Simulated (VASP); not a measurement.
# TaNi3 (Fmmm) in VASP: further runs

TaNi3 is run at these levels: LDA+U; tasks: single point.

Everything below comes from runs of VASP 6.6.1. Logs are shortened: lines on timing, memory, paths and dates and some standing lists are left out, and cuts for length are marked.

### Step 1. The cell of the first run

Symmetry: Fmmm, No. 69, orthorhombic system. The conventional cell has a = 5.093 Å, b = 5.102 Å, c = 7.409 Å, α = 90.00°, β = 90.00°, γ = 90.00°. Ta (site symmetry mmm) has 12 Ni at 2.55 to 2.58 Å within 3.4 Å. Within 3.4 Å of Ni (site symmetry mmm) lie 4 Ta at 2.55 Å and 8 Ni at 2.58 Å. Within 3.4 Å of Ni (site symmetry 222) lie 8 Ni at 2.55 to 2.58 Å and 4 Ta at 2.58 Å.

### Step 2. Single point, LDA+U, collinear spin, ferromagnetic start

INCAR

```
  PREC = Accurate
  ENCUT = 520
  EDIFF = 1E-6
  ISMEAR = -1
  SIGMA = 0.05
  LREAL = F
  LASPH = T
  NELM = 150
  ALGO = Normal
  ISIF = 2
  LWAVE = F
  LCHARG = T
  ISPIN = 2
  MAGMOM = 0.6 1.5 1.5 1.5
  LORBIT = 11
  LMAXMIX = 4
  LDAU = T
  LDAUTYPE = 2
  LDAUL = -1 2
  LDAUU = 0 6
  LDAUJ = 0 0
  LDAUPRINT = 1
  GGA = CA
  LELF = T
  LVHAR = T
  NBANDS = 32
```

KPOINTS

```
regular mesh
0
Gamma
  8 8 8
```

POSCAR

```
TaNi3
1.0
    0.0000000000      2.5511481569      3.7045443348
    2.5463897099      0.0000000000      3.7045443348
    2.5463897099      2.5511481569      0.0000000000
Ta Ni
1 3
Direct
    0.0000000000      0.0000000000      0.0000000000
    0.5000000000      0.5000000000      0.5000000000
    0.2500000000      0.2500000000      0.2500000000
    0.7500000000      0.7500000000      0.7500000000
```

Potentials or basis: VASP PAW LDA potentials, release 64 (Ta_pv, Ni).

Command:

```console
$ cat potpaw_LDA.64/Ta_pv/POTCAR potpaw_LDA.64/Ni/POTCAR > POTCAR
$ mpirun -np 1 vasp_std > vasp.out
```

OUTCAR:

```text
PREC = Accurate
   ENCUT = 520
   EDIFF = 1E-6
   ISMEAR = -1
   LREAL = F
   LASPH = T
   NELM = 150
   ISIF = 2
   ISPIN = 2
   LORBIT = 11
   GGA = CA

 ion  position               nearest neighbor table
   1  0.000  0.000  0.000-   2 2.55   2 2.55   2 2.55   2 2.55   3 2.58   4 2.58   4 2.58   3 2.58
                             3 2.58   4 2.58   4 2.58   3 2.58
   2  0.500  0.500  0.500-   1 2.55   1 2.55   1 2.55   1 2.55   4 2.58   3 2.58   3 2.58   3 2.58
                             4 2.58   4 2.58   3 2.58   4 2.58
   3  0.250  0.250  0.250-   4 2.55   4 2.55   4 2.55   4 2.55   2 2.58   1 2.58   1 2.58   2 2.58
                             1 2.58   2 2.58   2 2.58   1 2.58
   4  0.750  0.750  0.750-   3 2.55   3 2.55   3 2.55   3 2.55   1 2.58   2 2.58   2 2.58   1 2.58
                             1 2.58   2 2.58   1 2.58   2 2.58

  LATTYP: Found a face centered orthorhombic cell.
 ALAT       =     5.0927794198
 B/A-ratio  =     1.0018687034
 C/A-ratio  =     1.4548222216

  Lattice vectors:

 A1 = (   0.0000000000,   2.5511481569,   3.7045443348)
 A2 = (   2.5463897099,   0.0000000000,   3.7045443348)
 A3 = (   2.5463897099,   2.5511481569,   0.0000000000)

Analysis of symmetry for initial positions (statically):
=====================================================================
 Subroutine PRICEL returns:
 Original cell was already a primitive cell.

 Routine SETGRP: Setting up the symmetry group for a
 face centered orthorhombic supercell.

 Subroutine GETGRP returns: Found  8 space group operations
 (whereof  8 operations were pure point group operations)
 out of a pool of  8 trial point group operations.

The static configuration has the point symmetry D_2h.

Analysis of symmetry for dynamics (positions and initial velocities):
=====================================================================
 Subroutine PRICEL returns:
 Original cell was already a primitive cell.

 Routine SETGRP: Setting up the symmetry group for a
 face centered orthorhombic supercell.

 Subroutine GETGRP returns: Found  8 space group operations
 (whereof  8 operations were pure point group operations)
 out of a pool of  8 trial point group operations.

The dynamic configuration has the point symmetry D_2h.

Analysis of structural, dynamic, and magnetic symmetry:
=====================================================================
 Subroutine PRICEL returns:
 Original cell was already a primitive cell.

 Routine SETGRP: Setting up the symmetry group for a
 face centered orthorhombic supercell.

 Subroutine GETGRP returns: Found  8 space group operations
 (whereof  8 operations were pure point group operations)
 out of a pool of  8 trial point group operations.

The overall configuration has the point symmetry D_2h.

 Subroutine INISYM returns: Found  8 space group operations
 (whereof  8 operations are pure point group operations),
 and found     1 'primitive' translations

----------------------------------------------------------------------------------------

                                     Primitive cell

  volume of cell :      48.1311

  direct lattice vectors                    reciprocal lattice vectors
     0.000000000  2.551148157  3.704544335    -0.196356433  0.195990185  0.134969366
     2.546389710  0.000000000  3.704544335     0.196356433 -0.195990185  0.134969366
     2.546389710  2.551148157  0.000000000     0.196356433  0.195990185 -0.134969366

[... 76 lines left out ...]
   NGXF,Y,Z  is equivalent  to a cutoff of  26.61, 26.63, 25.83 a.u.
 SYSTEM =  unknown system
   PREC   = accura    normal or accurate (medium, high low for compatibility)
   ISTART =      0    job   : 0-new  1-cont  2-samecut
   ICHARG =      2    charge: 1-file 2-atom 10-const
   ISPIN  =      2    spin polarized calculation?
   LNONCOLLINEAR =      F non collinear calculations
   LSORBIT =      F    spin-orbit coupling
   LASPH  =      T    aspherical Exc in radial PAW
   ENCUT  =  520.0 eV  38.22 Ry    6.18 a.u.   8.36  8.36  6.70*2*pi/ulx,y,z
   NELM   =    150;   NELMIN=  2; NELMDL= -5     # of ELM steps
   EDIFF  = 0.1E-05   stopping-criterion for ELM
   LREAL  =      F    real-space projection
   EDIFFG = 0.1E-04   stopping-criterion for IOM
   NSW    =      0    number of steps for IOM
   IBRION =     -1    ionic relax: 0-MD 1-quasi-New 2-CG
   NFREE  =      0    steps in history (QN), initial steepest desc. (CG)
   ISIF   =      2    stress and relaxation
   ISYM   =      2    0-nonsym 1-usesym 2-fastsym
   POTIM  = 0.5000    time-step for ionic-motion
   TEBEG  =    0.0;   TEEND  =   0.0 temperature during run
   PSTRESS=    0.0 pullay stress
   NELECT =      41.0000    total number of electrons
   NUPDOWN=      -1.0000    fix difference up-down
   EMIN   =  10.00;   EMAX   =-10.00  energy-range for DOS
   EFERMI =   0.00;   METHOD = LEGACY
   ISMEAR =    -1;   SIGMA  =   0.05  broadening in eV -4-tet -1-fermi 0-gaus
   EFERMI_NEDOS =   21; number of points for ismear=-14 and -15
   IALGO  =     38    algorithm
   IMIX   =      4    mixing-type and parameters
     AMIX     =   0.40;   BMIX     =  1.00
     AMIX_MAG =   1.60;   BMIX_MAG =  1.00
  volume/ion in A,a.u.               =      12.03        81.20
  Fermi-wavevector in a.u.,A,eV,Ry     =   1.551890  2.932647 32.767772  2.408363
  Thomas-Fermi vector in A             =   2.656344
   LORBIT       =     11    0 simple, 1 ext, 2 COOP (PROOUT), +10 PAW based schemes
 LDA+U is selected, type is set to LDAUTYPE =  2
   angular momentum for each species LDAUL =    -1    2
   U (eV)           for each species LDAUU =   0.0  6.0
   J (eV)           for each species LDAUJ =   0.0  0.0
   GGA     = CA    functional components
   LHFCALC =     F    Hartree Fock is set to
   AEXX    =    0.0000 exact exchange contribution
   IVDW    =     0    specifies the selected vdW correction
   LEPSILON=     F    determine dielectric tensor
   LRPA    =     F    only Hartree local field effects (RPA)
 spin polarized calculation
  energy-cutoff  :      520.00
  volume of cell :       48.13
 maximum number of plane-waves:      1316
 NGX is ok and might be reduce to    36
   NGX = 17   NGY = 17   NGZ = 13

 number of electron      40.9999992 magnetization      -0.0029141

atom =   2  type =  2  l = 2

 onsite density matrix

spin component  1
[... 83 lines left out ...]
  o =  0.8336  v =  0.0000  0.0000  0.0000  0.0000  0.0000  0.0000 -0.0000  0.0012 -0.0000  1.0000      0.0000  0.0000  0.0000  0.0000  0.0000  0.0000  0.0000  0.0000  0.0000  0.0000
  o =  0.8338  v =  0.0000 -0.0000  0.0012 -0.0000  1.0000  0.0000  0.0000  0.0000  0.0000  0.0000      0.0000  0.0000  0.0000  0.0000  0.0000  0.0000  0.0000  0.0000  0.0000  0.0000
  o =  0.8718  v =  0.0000  0.0000  0.0000  0.0000  0.0000  0.0000 -0.0000 -1.0000  0.0000  0.0012      0.0000  0.0000  0.0000  0.0000  0.0000  0.0000  0.0000  0.0000  0.0000  0.0000
  o =  0.8719  v =  0.0000  0.0000 -1.0000 -0.0000  0.0012  0.0000  0.0000  0.0000  0.0000  0.0000      0.0000  0.0000  0.0000  0.0000  0.0000  0.0000  0.0000  0.0000  0.0000  0.0000
  o =  0.8753  v =  0.0000  0.0000  0.0000  0.0000  0.0000  0.0000 -1.0000  0.0000 -0.0000 -0.0000      0.0000  0.0000  0.0000  0.0000  0.0000  0.0000  0.0000  0.0000  0.0000  0.0000
  o =  0.8753  v =  0.0000 -1.0000 -0.0000  0.0000 -0.0000  0.0000  0.0000  0.0000  0.0000  0.0000      0.0000  0.0000  0.0000  0.0000  0.0000  0.0000  0.0000  0.0000  0.0000  0.0000
  o =  0.8755  v =  0.0000  0.0000  0.0000  0.0000  0.0000  0.0000 -0.0000  0.0000  1.0000  0.0000      0.0000  0.0000  0.0000  0.0000  0.0000  0.0000  0.0000  0.0000  0.0000  0.0000
  o =  0.8756  v =  0.0000  0.0000 -0.0000  1.0000  0.0000  0.0000  0.0000  0.0000  0.0000  0.0000      0.0000  0.0000  0.0000  0.0000  0.0000  0.0000  0.0000  0.0000  0.0000  0.0000
  o =  0.9107  v =  1.0000  0.0000  0.0000  0.0000  0.0000  0.0000  0.0000  0.0000  0.0000  0.0000      0.0000  0.0000  0.0000  0.0000  0.0000  0.0000  0.0000  0.0000  0.0000  0.0000
  o =  0.9107  v =  0.0000  0.0000  0.0000  0.0000  0.0000  1.0000  0.0000  0.0000  0.0000  0.0000      0.0000  0.0000  0.0000  0.0000  0.0000  0.0000  0.0000  0.0000  0.0000  0.0000

 number of electron      40.9999992 magnetization       0.0002673

 Free energy of the ion-electron system (eV)
  ---------------------------------------------------
  ext. energy  EPLUGINS =         0.00000000
  ---------------------------------------------------
  free energy    TOTEN  =       -23.19235729 eV

  energy without entropy =      -23.18473758  energy(sigma->0) =      -23.18854743

 E-fermi :   8.0318     XC(G=0): -13.5469

 val. band max:        7.9267658016   @ k =   0.3750   0.0000   0.2500
 cond. band min:       8.0353555072   @ k =  -0.2500   0.3750   0.3750
 fundamental gap:      0.1085897057
 Fermi energy:         8.0318088141

 spin component 1

 k-point     1 :       0.0000    0.0000    0.0000
  band No.  band energies     occupation
      1     -26.6944      1.00000
      2     -26.6933      1.00000
      3     -26.6681      1.00000
      4      -0.4741      1.00000
      5       2.6938      1.00000
      6       3.3463      1.00000
[... 1673 lines left out ...]
     31      20.1358      0.00000
     32      20.3545      0.00000

 [... further k-points ...]
[... 5 lines left out ...]
  --------------------------------------------------------------------------------------
  -------------------------------------------------------------------------------------
  Total       -6.8606326     -6.9736241     -6.4503840     -0.0000000      0.0000000      0.0000000
  in kB     -228.3754436   -232.1366818   -214.7191657     -0.0000000      0.0000000      0.0000000
  external PRESSURE =    -225.0770970 kB  Pullay stress =       0.0000000 kB

 VOLUME and BASIS-vectors are now :
 -----------------------------------------------------------------------------
  energy-cutoff  :      520.00
  volume of cell :       48.13
      direct lattice vectors                 reciprocal lattice vectors
     0.000000000  2.551148157  3.704544335    -0.196356433  0.195990185  0.134969366
     2.546389710  0.000000000  3.704544335     0.196356433 -0.195990185  0.134969366
     2.546389710  2.551148157  0.000000000     0.196356433  0.195990185 -0.134969366

 POSITION                                       TOTAL-FORCE (eV/Angst)
 -----------------------------------------------------------------------------------
      0.00000      0.00000      0.00000         0.000000      0.000000     -0.000000
      2.54639      2.55115      3.70454         0.000000      0.000000     -0.000000
      1.27319      1.27557      1.85227        -0.000000      0.000000     -0.000000
      3.81958      3.82672      5.55682         0.000000     -0.000000      0.000000
 -----------------------------------------------------------------------------------
    total drift:                                0.000000      0.000000      0.000000

  FREE ENERGIE OF THE ION-ELECTRON SYSTEM (eV)
  ---------------------------------------------------
  free  energy   TOTEN  =       -23.1923572881 eV

  energy  without entropy=      -23.1847375755  energy(sigma->0) =      -23.18854743

 total charge

# of ion       s       p       d       tot
------------------------------------------
    1        0.396   6.184   2.212   8.792
    2        0.526   0.455   8.732   9.712
    3        0.496   0.483   8.699   9.678
    4        0.496   0.483   8.699   9.678
--------------------------------------------------
tot          1.914   7.604  28.341  37.859

 magnetization (x)

# of ion       s       p       d       tot
------------------------------------------
    1       -0.000  -0.000  -0.000  -0.000
    2        0.000  -0.000  -0.000  -0.000
    3       -0.000  -0.000   0.000   0.000
    4       -0.000  -0.000   0.000   0.000
--------------------------------------------------
tot         -0.000  -0.000   0.000   0.000
```

Wall time 3.3 min (1 thread of Intel Xeon Platinum 8559C (Emerald Rapids), shared host); peak memory 0.33 GiB.

Results:

* Free energy: -23.1924 eV
* Pressure: -22.5 GPa
* Net moment: 0.00 μB per cell
* Valence electrons inside the program's atomic spheres: Ta 8.79; Ni 9.71, 9.68

Stress tensor (GPa, compression positive):
```
-22.84   0.00   0.00
  0.00 -23.21   0.00
  0.00   0.00 -21.47
```

Eigenvalues of the final occupation matrices:
| site | spin | trace | eigenvalues |
| --- | --- | --- | --- |
| site 2 d | 1 | 4.38 | 0.85 0.87 0.88 0.88 0.90 |
| site 2 d | 2 | 4.38 | 0.85 0.87 0.88 0.88 0.90 |
| site 3 d | 1 | 4.37 | 0.83 0.87 0.88 0.88 0.91 |
| site 3 d | 2 | 4.37 | 0.83 0.87 0.88 0.88 0.91 |
| site 4 d | 1 | 4.37 | 0.83 0.87 0.88 0.88 0.91 |
| site 4 d | 2 | 4.37 | 0.83 0.87 0.88 0.88 0.91 |

Caveat: the starting moments collapsed, and a magnetic state may lie lower; spin-orbit coupling is left out, which moves the levels of the heavy elements; the U is typed as a test and isn't derived for this compound. The state reached can hang on the start; a lower one may exist.

### Step 3. Single point, LDA+U, collinear spin, ferromagnetic start

INCAR

```
ALGO = Normal
EDIFF = 1E-7
ENCUT = 520
GGA = CA
ISIF = 2
ISMEAR = -1
ISPIN = 2
LASPH = T
LCHARG = T
LDAU = T
LDAUJ = 0 0
LDAUL = 2 2
LDAUPRINT = 1
LDAUTYPE = 2
LDAUU = 2 2
LELF = T
LMAXMIX = 4
LORBIT = 11
LREAL = F
LVHAR = T
LWAVE = F
MAGMOM = 0.6 1.5 1.5 1.5
NBANDS = 32
NELM = 150
PREC = Accurate
SIGMA = 0.05
```

KPOINTS

```
k-points
0
Gamma
  8 8 8
```

POSCAR is that of step 2.

Potentials or basis: VASP PAW LDA potentials, release 64 (Ta_pv, Ni).

Command:

```console
$ cat potpaw_LDA.64/Ta_pv/POTCAR potpaw_LDA.64/Ni/POTCAR > POTCAR
$ mpirun -np 1 vasp_std > vasp.out
```

It took 9.2 min on 1 thread of Oxide Virtual Turin-like, shared host; peak memory 0.28 GiB.

Results (log left out):

```
Free energy                                           : -28.5129 eV
Pressure                                              : -11.0 GPa
Net moment                                            : 0.00 μB per cell
Valence electrons inside the program's atomic spheres : Ta 8.80; Ni 9.57, 9.54
```

Stress tensor (GPa, compression positive):
```
-10.99   0.00   0.00
  0.00 -11.37   0.00
  0.00   0.00 -10.66
```

Levels at points of the mesh, in eV from the Fermi level:
Spin up:
| k point | band 16 | band 17 | band 18 | band 19 | band 20 | band 21 | band 22 | band 23 | band 24 | band 25 |
| --- | --- | --- | --- | --- | --- | --- | --- | --- | --- | --- |
| (0.00, 0.00, 0.00) | -1.64 | -1.42 | -1.12 | -0.38 | 1.14 | 1.24 | 1.36 | 1.36 | 2.35 | 3.83 |
| (0.50, 0.00, 0.00) | -1.73 | -1.61 | -1.55 | -0.97 | -0.91 | -0.58 | 0.40 | 2.05 | 2.45 | 3.00 |
| (0.50, 0.50, 0.00) | -1.07 | -1.06 | -1.04 | -0.92 | -0.38 | 1.72 | 2.62 | 2.92 | 2.93 | 3.03 |
| (0.50, 0.00, 0.50) | -1.79 | -1.47 | -1.32 | -0.84 | 0.04 | 0.40 | 0.94 | 1.05 | 1.48 | 1.94 |
| (0.00, 0.50, 0.50) | -1.80 | -1.47 | -1.32 | -0.84 | 0.02 | 0.38 | 0.92 | 1.07 | 1.48 | 1.94 |
Spin down:
| k point | band 17 | band 18 | band 19 | band 20 | band 21 | band 22 | band 23 | band 24 |
| --- | --- | --- | --- | --- | --- | --- | --- | --- |
| (0.00, 0.00, 0.00) | -1.42 | -1.12 | -0.38 | 1.14 | 1.24 | 1.36 | 1.36 | 2.35 |
| (0.50, 0.00, 0.00) | -1.61 | -1.55 | -0.97 | -0.91 | -0.58 | 0.40 | 2.05 | 2.45 |
| (0.50, 0.50, 0.00) | -1.06 | -1.04 | -0.92 | -0.38 | 1.72 | 2.62 | 2.92 | 2.93 |
| (0.50, 0.00, 0.50) | -1.47 | -1.32 | -0.84 | 0.04 | 0.40 | 0.94 | 1.05 | 1.48 |
| (0.00, 0.50, 0.50) | -1.47 | -1.32 | -0.84 | 0.02 | 0.38 | 0.92 | 1.07 | 1.48 |

Eigenvalues of the final occupation matrices:
| site | spin | trace | eigenvalues |
| --- | --- | --- | --- |
| site 1 d | 1 | 1.12 | 0.19 0.20 0.23 0.25 0.25 |
| site 1 d | 2 | 1.12 | 0.19 0.20 0.23 0.25 0.25 |
| site 2 d | 1 | 4.27 | 0.84 0.85 0.85 0.86 0.88 |
| site 2 d | 2 | 4.27 | 0.84 0.85 0.85 0.86 0.88 |
| site 3 d | 1 | 4.26 | 0.81 0.85 0.86 0.86 0.89 |
| site 3 d | 2 | 4.26 | 0.81 0.85 0.86 0.86 0.89 |
| site 4 d | 1 | 4.26 | 0.81 0.85 0.86 0.86 0.89 |
| site 4 d | 2 | 4.26 | 0.81 0.85 0.86 0.86 0.89 |

Caveat: the starting moments collapsed, and a magnetic state may lie lower; spin-orbit coupling is left out, which moves the levels of the heavy elements; the U is typed as a test and isn't derived for this compound.

### Step 4. Single point, LDA+U, collinear spin, ferromagnetic start

INCAR

```
SYSTEM = TaNi3
PREC = Accurate
ENCUT = 520
EDIFF = 1E-6
ISMEAR = -1
SIGMA = 0.05
LREAL = .FALSE.
LASPH = .TRUE.
NELM = 150
ALGO = Normal
ISIF = 2
LWAVE = .FALSE.
LCHARG = .FALSE.
ISPIN = 2
MAGMOM = 0.6 1.5 1.5 1.5
LORBIT = 11
LMAXMIX = 4
LDAU = .TRUE.
LDAUTYPE = 2
LDAUL = 2 2
LDAUU = 2 2
LDAUJ = 0 0
LDAUPRINT = 1
GGA = CA
NBANDS = 32
```

KPOINTS

```
regular mesh
0
G
  8 8 8
  0 0 0
```

POSCAR is that of step 3.

Command:

```console
$ cat potpaw_LDA.64/Ta_pv/POTCAR potpaw_LDA.64/Ni/POTCAR > POTCAR
$ mpirun -np 1 vasp_std > vasp.out
```

It took 9.7 min on 1 thread of Oxide Virtual Turin-like, shared host; peak memory 0.29 GiB.

Results (log left out):

```
Free energy                                           : -28.5129 eV
Pressure                                              : -11.0 GPa
Net moment                                            : 0.00 μB per cell
Valence electrons inside the program's atomic spheres : Ta 8.80; Ni 9.57, 9.54
```

Stress tensor (GPa, compression positive):
```
-11.00   0.00   0.00
  0.00 -11.38   0.00
  0.00   0.00 -10.67
```

Levels at points of the mesh, in eV from the Fermi level:
Spin up:
| k point | band 18 | band 19 | band 20 | band 21 | band 22 | band 23 |
| --- | --- | --- | --- | --- | --- | --- |
| (0.00, 0.00, 0.00) | -1.12 | -0.38 | 1.14 | 1.24 | 1.36 | 1.36 |
| (0.50, 0.00, 0.00) | -1.55 | -0.97 | -0.91 | -0.58 | 0.40 | 2.05 |
| (0.50, 0.50, 0.00) | -1.04 | -0.92 | -0.38 | 1.72 | 2.62 | 2.92 |
| (0.50, 0.00, 0.50) | -1.32 | -0.84 | 0.04 | 0.40 | 0.94 | 1.05 |
| (0.00, 0.50, 0.50) | -1.32 | -0.84 | 0.02 | 0.38 | 0.92 | 1.07 |
Spin down:
| k point | band 16 | band 17 | band 18 | band 19 | band 20 | band 21 | band 22 | band 23 | band 24 | band 25 |
| --- | --- | --- | --- | --- | --- | --- | --- | --- | --- | --- |
| (0.00, 0.00, 0.00) | -1.64 | -1.42 | -1.12 | -0.38 | 1.14 | 1.24 | 1.36 | 1.36 | 2.35 | 3.83 |
| (0.50, 0.00, 0.00) | -1.73 | -1.61 | -1.55 | -0.97 | -0.91 | -0.58 | 0.40 | 2.05 | 2.45 | 3.00 |
| (0.50, 0.50, 0.00) | -1.07 | -1.06 | -1.04 | -0.92 | -0.38 | 1.72 | 2.62 | 2.92 | 2.93 | 3.03 |
| (0.50, 0.00, 0.50) | -1.79 | -1.47 | -1.32 | -0.84 | 0.04 | 0.40 | 0.94 | 1.05 | 1.48 | 1.94 |
| (0.00, 0.50, 0.50) | -1.80 | -1.47 | -1.32 | -0.84 | 0.02 | 0.38 | 0.92 | 1.07 | 1.48 | 1.94 |

Eigenvalues of the final occupation matrices:
```tsv
site	spin	trace	eigenvalues
site 1 d	1	1.12	0.19 0.20 0.23 0.25 0.25
site 1 d	2	1.12	0.19 0.20 0.23 0.25 0.25
site 2 d	1	4.27	0.84 0.85 0.85 0.86 0.88
site 2 d	2	4.27	0.84 0.85 0.85 0.86 0.88
site 3 d	1	4.26	0.81 0.85 0.86 0.86 0.89
site 3 d	2	4.26	0.81 0.85 0.86 0.86 0.89
site 4 d	1	4.26	0.81 0.85 0.86 0.86 0.89
site 4 d	2	4.26	0.81 0.85 0.86 0.86 0.89
```

Caveat: the starting moments collapsed, and a magnetic state may lie lower; spin-orbit coupling is left out, which moves the levels of the heavy elements; the U is typed as a test and isn't derived for this compound. The state reached can hang on the start; a lower one may exist.
